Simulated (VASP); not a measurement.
# Hf4F in VASP: further runs

The runs below take Hf4F through single point, with PBE.

Program: VASP 6.6.1. These are calculated values, not measurements. Logs are shortened: lines on timing, memory, paths and dates and some standing lists are left out, and cuts for length are marked.

## 1. The cell of the first run

The cell holds a slab with vacuum, 5 atoms: a = 3.205 Å, b = 3.205 Å, c = 24.528 Å, α = 90.00°, β = 90.00°, γ = 120.00°.

## 2. Single point, PBE

Contents of INCAR:

```
PREC = Accurate
ENCUT = 640
EDIFF = 1E-6
ISMEAR = 0
SIGMA = 0.1
LREAL = False
LASPH = True
NELM = 300
ALGO = Normal
ISIF = 2
LWAVE = False
LCHARG = False
LDIPOL = True
IDIPOL = 3
DIPOL = 0.5 0.5 0.376
GGA = PE
NBANDS = 32
GGA_COMPAT = False
NELMDL = -8
AMIX = 0.1
BMIX = 1E-4
AMIX_MAG = 0.4
BMIX_MAG = 1E-4
KPAR = 4
```

Contents of KPOINTS:

```
regular mesh
0
Gamma
  9 9 1
```

Contents of POSCAR:

```
Hf4F
1.0
    3.2048170381      0.0000000000      0.0000000000
   -1.6024085190      2.7754529695      0.0000000000
    0.0000000000      0.0000000000     24.5281466259
Hf F
4 1
Direct
    0.6666666667      0.3333333333      0.1630779553
    0.3333333333      0.6666666667      0.2663815885
    0.6666666667      0.3333333333      0.3732987945
    0.3333333333      0.6666666667      0.4699966451
    1.1111111111     -0.1111111111      0.6073898225
```

Potentials or basis: VASP PAW PBE potentials, release 64 (Hf_pv, F).

Command:

```sh
$ cat potpaw_PBE.64/Hf_pv/POTCAR potpaw_PBE.64/F/POTCAR > POTCAR
$ mpirun -np 4 vasp_std > vasp.out
```

OUTCAR:

```text
PREC = Accurate
   ENCUT = 640
   EDIFF = 1E-6
   ISMEAR = 0
   LREAL = False
   LASPH = True
   NELM = 300
   ISIF = 2
   GGA = PE
   NELMDL = -8
   AMIX = 0.1
   AMIX_MAG = 0.4

 ion  position               nearest neighbor table
   1  0.667  0.333  0.163-   2 3.14   2 3.14   2 3.14
   2  0.333  0.667  0.266-   1 3.14   1 3.14   1 3.14   3 3.21   3 3.21   3 3.21
   3  0.667  0.333  0.373-   4 3.01   4 3.01   4 3.01   2 3.21   2 3.21   2 3.21
   4  0.333  0.667  0.470-   3 3.01   3 3.01   3 3.01
   5  0.111  0.889  0.607-

  LATTYP: Found a hexagonal cell.
 ALAT       =     3.2048170381
 C/A-ratio  =     7.6535247829

  Lattice vectors:

 A1 = (   3.2048170381,   0.0000000000,   0.0000000000)
 A2 = (  -1.6024085190,   2.7754529695,   0.0000000000)
 A3 = (   0.0000000000,   0.0000000000,  24.5281466259)

Analysis of symmetry for initial positions (statically):
=====================================================================
 Subroutine PRICEL returns:
 Original cell was already a primitive cell.

 Routine SETGRP: Setting up the symmetry group for a
 hexagonal supercell.

 Subroutine GETGRP returns: Found  2 space group operations
 (whereof  2 operations were pure point group operations)
 out of a pool of 24 trial point group operations.

The static configuration has the point symmetry C_1h.

Analysis of symmetry for dynamics (positions and initial velocities):
=====================================================================
 Subroutine PRICEL returns:
 Original cell was already a primitive cell.

 Routine SETGRP: Setting up the symmetry group for a
 hexagonal supercell.

 Subroutine GETGRP returns: Found  2 space group operations
 (whereof  2 operations were pure point group operations)
 out of a pool of 24 trial point group operations.

The dynamic configuration has the point symmetry C_1h.

 Subroutine INISYM returns: Found  2 space group operations
 (whereof  2 operations are pure point group operations),
 and found     1 'primitive' translations

----------------------------------------------------------------------------------------

                                     Primitive cell

  volume of cell :     218.1734

  direct lattice vectors                    reciprocal lattice vectors
     3.204817038  0.000000000  0.000000000     0.312030293  0.180150774  0.000000000
    -1.602408519  2.775452969  0.000000000     0.000000000  0.360301548  0.000000000
     0.000000000  0.000000000 24.528146626     0.000000000  0.000000000  0.040769489

  length of vectors
     3.204817038  3.204817038 24.528146626     0.360301548  0.360301548  0.040769489

  position of ions in fractional coordinates (direct lattice)
     0.666666667  0.333333333  0.163077955
     0.333333333  0.666666667  0.266381589
     0.666666667  0.333333333  0.373298795
     0.333333333  0.666666667  0.469996645
     0.111111111  0.888888889  0.607389822

  ion indices of the primitive-cell ions
   primitive index   ion index
                 1           1
                 2           2
                 3           3
                 4           4
                 5           5

----------------------------------------------------------------------------------------

 KPOINTS: regular mesh

Automatic generation of k-mesh.
 Grid dimensions read from file:
 generate k-points for:    9    9    1

 Generating k-lattice:

  Cartesian coordinates                     Fractional coordinates (reciprocal lattice)
     0.034670033  0.020016753  0.000000000     0.111111111 -0.000000000  0.000000000
     0.000000000  0.040033505  0.000000000     0.000000000  0.111111111  0.000000000
     0.000000000  0.000000000  0.040769489     0.000000000  0.000000000  1.000000000

  Length of vectors
     0.040033505  0.040033505  0.040769489

  Shift w.r.t. Gamma in fractional coordinates (k-lattice)
     0.000000000  0.000000000  0.000000000

 Subroutine IBZKPT returns following result:
 ===========================================

 Found     25 irreducible k-points:

 Following reciprocal coordinates:
            Coordinates               Weight
  0.000000  0.000000  0.000000      1.000000
  0.111111 -0.000000  0.000000      4.000000
 -0.111111  0.111111  0.000000      2.000000
  0.222222 -0.000000  0.000000      4.000000
 -0.222222  0.222222  0.000000      2.000000
  0.333333 -0.000000  0.000000      4.000000
[... 16 lines left out ...]
 -0.222222 -0.444444  0.000000      4.000000
  0.444444  0.333333  0.000000      4.000000
   k-points           NKPTS =     25   k-points in BZ     NKDIM =     25   number of bands    NBANDS=     32
   number of dos      NEDOS =    301   number of ions     NIONS =      5
   total plane-waves  NPLWV = 164640
   dimension x,y,z NGX =    28 NGY =   28 NGZ =  210
   dimension x,y,z NGXF=    56 NGYF=   56 NGZF=  420
   ions per type =               4   1
   NGX,Y,Z   is equivalent  to a cutoff of  14.52, 14.52, 14.23 a.u.
   NGXF,Y,Z  is equivalent  to a cutoff of  29.05, 29.05, 28.47 a.u.
 SYSTEM =  unknown system
   PREC   = accura    normal or accurate (medium, high low for compatibility)
   ISTART =      0    job   : 0-new  1-cont  2-samecut
   ICHARG =      2    charge: 1-file 2-atom 10-const
   ISPIN  =      1    spin polarized calculation?
   LNONCOLLINEAR =      F non collinear calculations
   LSORBIT =      F    spin-orbit coupling
   LASPH  =      T    aspherical Exc in radial PAW
   ENCUT  =  640.0 eV  47.04 Ry    6.86 a.u.   6.61  6.61 50.60*2*pi/ulx,y,z
   NELM   =    300;   NELMIN=  2; NELMDL= -8     # of ELM steps
   EDIFF  = 0.1E-05   stopping-criterion for ELM
   LREAL  =      F    real-space projection
   EDIFFG = 0.1E-04   stopping-criterion for IOM
   NSW    =      0    number of steps for IOM
   IBRION =     -1    ionic relax: 0-MD 1-quasi-New 2-CG
   NFREE  =      0    steps in history (QN), initial steepest desc. (CG)
   ISIF   =      2    stress and relaxation
   ISYM   =      2    0-nonsym 1-usesym 2-fastsym
   POTIM  = 0.5000    time-step for ionic-motion
   TEBEG  =    0.0;   TEEND  =   0.0 temperature during run
   PSTRESS=    0.0 pullay stress
   NELECT =      47.0000    total number of electrons
   NUPDOWN=      -1.0000    fix difference up-down
   EMIN   =  10.00;   EMAX   =-10.00  energy-range for DOS
   EFERMI =   0.00;   METHOD = LEGACY
   ISMEAR =     0;   SIGMA  =   0.10  broadening in eV -4-tet -1-fermi 0-gaus
   EFERMI_NEDOS =   21; number of points for ismear=-14 and -15
   IALGO  =     38    algorithm
   IMIX   =      4    mixing-type and parameters
     AMIX     =   0.10;   BMIX     =  0.00
     AMIX_MAG =   0.40;   BMIX_MAG =  0.00
  volume/ion in A,a.u.               =      43.63       294.46
  Fermi-wavevector in a.u.,A,eV,Ry     =   0.981387  1.854552 13.104041  0.963120
  Thomas-Fermi vector in A             =   2.112389
   LORBIT       =      0    0 simple, 1 ext, 2 COOP (PROOUT), +10 PAW based schemes
   GGA     = PE    functional components
   LHFCALC =     F    Hartree Fock is set to
   AEXX    =    0.0000 exact exchange contribution
   IVDW    =     0    specifies the selected vdW correction
   LEPSILON=     F    determine dielectric tensor
   LRPA    =     F    only Hartree local field effects (RPA)
 non-spin polarized calculation
 Gauss-broadening in eV      SIGMA  =   0.10
  energy-cutoff  :      640.00
  volume of cell :      218.17
 maximum number of plane-waves:      8117
   NGX = 13   NGY = 13   NGZ =101

 dipolmoment           0.000000      0.000000     -0.009016 electrons x Angstroem

 number of electron      47.0000004 magnetization

 dipolmoment           0.000000      0.000000      0.323363 electrons x Angstroem

 Free energy of the ion-electron system (eV)
  ---------------------------------------------------
  ext. energy  EPLUGINS =         0.00000000
  ---------------------------------------------------
  free energy    TOTEN  =       -39.38916110 eV

  energy without entropy =      -39.32453473  energy(sigma->0) =      -39.35684792

 E-fermi :  -2.1787     XC(G=0):  -6.0345

 val. band max:       -2.1801169940   @ k =  -0.2222   0.2222   0.0000
 cond. band min:      -2.1724666573   @ k =  -0.2222   0.2222   0.0000
 fundamental gap:      0.0076503366
 Fermi energy:        -2.1787260145

 k-point     1 :       0.0000    0.0000    0.0000
  band No.  band energies     occupation
      1     -33.4541      2.00000
      2     -33.2932      2.00000
      3     -32.9101      2.00000
      4     -32.9049      2.00000
      5     -32.7948      2.00000
      6     -32.7948      2.00000
[... 24 lines left out ...]
     31      -0.4472      0.00000
     32      -0.4465      0.00000

 k-point     2 :       0.1111   -0.0000    0.0000
  band No.  band energies     occupation
      1     -33.4385      2.00000
      2     -33.2798      2.00000
      3     -32.9837      2.00000
      4     -32.9221      2.00000
      5     -32.8712      2.00000
      6     -32.8103      2.00000
[... 24 lines left out ...]
     31      -0.5296      0.00000
     32      -0.1774      0.00000

 k-point     3 :      -0.1111    0.1111    0.0000
  band No.  band energies     occupation
      1     -33.4386      2.00000
      2     -33.2798      2.00000
      3     -32.9797      2.00000
      4     -32.9261      2.00000
      5     -32.8712      2.00000
      6     -32.8103      2.00000
[... 24 lines left out ...]
     31      -0.5306      0.00000
     32      -0.1777      0.00000

 k-point     4 :       0.2222   -0.0000    0.0000
  band No.  band energies     occupation
      1     -33.4021      2.00000
      2     -33.2473      2.00000
      3     -33.1551      2.00000
      4     -33.0350      2.00000
      5     -32.9622      2.00000
      6     -32.8493      2.00000
[... 654 lines left out ...]
     31       0.7965      0.00000
     32       1.3878      0.00000

 k-point    23 :      -0.2222   -0.4444    0.0000
  band No.  band energies     occupation
      1     -33.3951      2.00000
      2     -33.3242      2.00000
      3     -33.2648      2.00000
      4     -33.1871      2.00000
      5     -33.1769      2.00000
      6     -33.0651      2.00000
[... 24 lines left out ...]
     31       0.7967      0.00000
     32       1.3868      0.00000

 k-point    24 :       0.4444    0.3333    0.0000
  band No.  band energies     occupation
      1     -33.3929      2.00000
      2     -33.3237      2.00000
      3     -33.2648      2.00000
      4     -33.1894      2.00000
      5     -33.1773      2.00000
      6     -33.0651      2.00000
[... 24 lines left out ...]
     31       0.7926      0.00000
     32       1.3868      0.00000

 [... further k-points ...]

------------------------ aborting loop because EDIFF is reached ----------------------------------------

 vacuum level on the upper side and lower side of the slab       (xc-potential included)         3.123        -3.399

  FORCE on cell =-STRESS in cart. coord.  units (eV):
  Direction    XX          YY          ZZ          XY          YZ          ZX
  --------------------------------------------------------------------------------------
  -------------------------------------------------------------------------------------
  Total       -1.5853155     -1.5490861     -6.0365301      0.0313755     -0.0271915      0.0470974
  in kB      -11.6419153    -11.3758617    -44.3298337      0.2304092     -0.1996837      0.3458644
  external PRESSURE =     -22.4492036 kB  Pullay stress =       0.0000000 kB

 VOLUME and BASIS-vectors are now :
 -----------------------------------------------------------------------------
  energy-cutoff  :      640.00
  volume of cell :      218.17
      direct lattice vectors                 reciprocal lattice vectors
     3.204817038  0.000000000  0.000000000     0.312030293  0.180150774  0.000000000
    -1.602408519  2.775452969  0.000000000     0.000000000  0.360301548  0.000000000
     0.000000000  0.000000000 24.528146626     0.000000000  0.000000000  0.040769489

 POSITION                                       TOTAL-FORCE (eV/Angst)
 -----------------------------------------------------------------------------------
      1.60241      0.92515      4.00000        -0.000728      0.000420      0.721465
     -0.00000      1.85030      6.53385         0.001794     -0.001035     -0.730024
      1.60241      0.92515      9.15633         0.002421     -0.001398     -0.034829
     -0.00000      1.85030     11.52815        -0.020180      0.011651      1.328401
     -1.06827      2.46707     14.89815         0.016694     -0.009638     -1.285012
 -----------------------------------------------------------------------------------
    total drift:                               -0.000036      0.000021      0.001489

  FREE ENERGIE OF THE ION-ELECTRON SYSTEM (eV)
  ---------------------------------------------------
  free  energy   TOTEN  =       -39.3891611050 eV

  energy  without entropy=      -39.3245347312  energy(sigma->0) =      -39.35684792

 vacuum level on the upper side and lower side of the slab         8.684         2.051
```

Run time: 12 min. Hardware: 4 MPI ranks of Intel Xeon 6975P-C (Granite Rapids), shared host; peak memory 0.51 GiB.

Results:

```yaml
Free_energy: -39.3892 eV
Largest_force: 1.329 eV/Å
Band_gap_on_the_k_mesh: zero (an odd number of electrons rules out a gap without spin polarisation)
```

Forces on the atoms (eV/Å):
```
Hf  -0.001  0.000  0.721
Hf   0.002 -0.001 -0.730
Hf   0.002 -0.001 -0.035
Hf  -0.020  0.012  1.328
F    0.017 -0.010 -1.285
```

Caveat: spin-orbit coupling is left out, which moves the levels of the heavy elements.

## 3. Single point, PBE

Contents of INCAR:

```
SYSTEM = Hf4F
PREC = Accurate
ENCUT = 640
EDIFF = 1E-6
ISMEAR = 0
SIGMA = 0.1
LREAL = .False.
LASPH = .True.
NELM = 300
ALGO = Normal
ISIF = 2
LWAVE = .False.
LCHARG = .True.
LDIPOL = .True.
IDIPOL = 3
DIPOL = 0.5 0.5 0.376
GGA = PE
LVHAR = .True.
LVACPOTAV = .True.
NBANDS = 32
GGA_COMPAT = .False.
NELMDL = -8
AMIX = 0.1
BMIX = 1E-4
AMIX_MAG = 0.4
BMIX_MAG = 1E-4
KPAR = 4
```

Contents of KPOINTS:

```
regular mesh
0
Gamma
  9 9 1
  0 0 0
```

Edit POSCAR of step 2 so:

```diff
@@ -12,2 +12,2 @@
     0.3333333333      0.6666666667      0.4699966451
-    1.1111111111     -0.1111111111      0.6073898225
+    0.8888888889      0.1111111111      0.6073898225
```

Potentials or basis: VASP PAW PBE potentials, release 64 (Hf_pv, F).

Command:

```sh
$ cat potpaw_PBE.64/Hf_pv/POTCAR potpaw_PBE.64/F/POTCAR > POTCAR
$ mpirun -np 4 vasp_std > vasp.out
```

It took 11 min on 4 MPI ranks of Intel Xeon Platinum 8488C (Sapphire Rapids), shared host; peak memory 0.52 GiB.

The run converged. Its results:

```yaml
Free_energy: -39.3856 eV
Largest_force: 1.308 eV/Å
Band_gap_on_the_k_mesh: zero (an odd number of electrons rules out a gap without spin polarisation)
```

Forces on the atoms (eV/Å):
```
Hf   0.001 -0.001  0.721
Hf  -0.003  0.002 -0.732
Hf  -0.001  0.001 -0.029
Hf   0.007 -0.004  1.308
F   -0.004  0.002 -1.269
```

Levels at points of the mesh, in eV from the Fermi level:
| k point | band 20 | band 21 | band 22 | band 23 | band 24 | band 25 | band 26 | band 27 | band 28 | band 29 |
| --- | --- | --- | --- | --- | --- | --- | --- | --- | --- | --- |
| (0.00, 0.00, 0.00) | 0.08 | 0.08 | 0.26 | 0.70 | 0.96 | 0.97 | 1.17 | 1.17 | 1.29 | 1.29 |

Caveat: spin-orbit coupling is left out, which moves the levels of the heavy elements.
